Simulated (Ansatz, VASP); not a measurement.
## One calculation of Ag, two programs

```
Ag
1.0
    -1.68910    1.68910    1.52775
     1.68910   -1.68910    1.52775
     1.68910    1.68910   -1.52775
Ag
1
Direct
  0.00000 0.00000 0.00000
```

Alike in both runs: functional r2SCAN; k mesh 24 × 24 × 24; occupations gaussian, width 0.1 eV; no spin polarisation.

Ansatz relaxed the structure, and its values are those at the end. VASP's run is a single point on that final structure, the one shown.

|  | VASP | Ansatz |
| --- | --- | --- |
| version | VASP 6.6.1 | Ansatz 0.2.0 |
| potentials or method | VASP PAW PBE potentials, release 64 (Ag), cutoff 520 eV | scalar-relativistic, plane waves, PAW |
| valence electrons in the cell | 11 | 19 |

Ansatz gave:

- gap on the k mesh at the Fermi level (eV): none
- pressure (GPa): 0.0

Problem. Estimate VASP's values.

Solution. gap on the k mesh at the Fermi level (eV): none; pressure (GPa): 0.1.

VASP's potentials were made for PBE, not for r2SCAN. A gap of «none» marks a metal or a gap that the smearing closes. VASP's potentials hold 11 valence electrons a cell and Ansatz's 19, so a difference there can come from the potentials and not from the codes.
